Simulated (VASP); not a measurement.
Input of a VASP 6.6.1 run:

Contents of INCAR:

```
SYSTEM = InSb
  ALGO = Normal
  EDIFF = 1E-7
  EDIFFG = -0.002
  ENCUT = 600
  GGA = PS
  IBRION = 2
  ISIF = 3
  ISMEAR = 0
  LASPH = .TRUE.
  LCHARG = .FALSE.
  LREAL = .FALSE.
  LWAVE = .FALSE.
  NELM = 60
  NSW = 100
  PREC = Accurate
  SIGMA = 0.1
```

KPOINTS

```
k-points
0
G
  12 12 12
  0 0 0
```

The input POSCAR:

```
InSb
1.0
    0.0000000000      3.3166107100      3.3166107100
    3.3166107100      0.0000000000      3.3166107100
    3.3166107100      3.3166107100      0.0000000000
In Sb
1 1
Direct
    0.0000000000      0.0000000000      0.0000000000
    0.7500000000      0.7500000000      0.7500000000
```

Potentials or basis: VASP PAW PBE potentials, release 64 (In_d, Sb).

Launch:

```sh
$ cat potpaw_PBE.64/In_d/POTCAR potpaw_PBE.64/Sb/POTCAR > POTCAR
$ mpirun -np 1 vasp_std > vasp.out
```

(1) Predict the relaxed volume.

(2) What does it give for the relaxed cell?

(3) What does it give for the space group after relaxing (to 0.05 Å)?

Answers

(1) 34.66 Å³/atom.

(2) a = 4.611 Å, b = 4.611 Å, c = 4.611 Å, α = 60.00°, β = 60.00°, γ = 60.00°.

(3) F-43m (No. 216).

Caveat: the PAW data sets were made with another functional, which shifts forces and pressure a little.
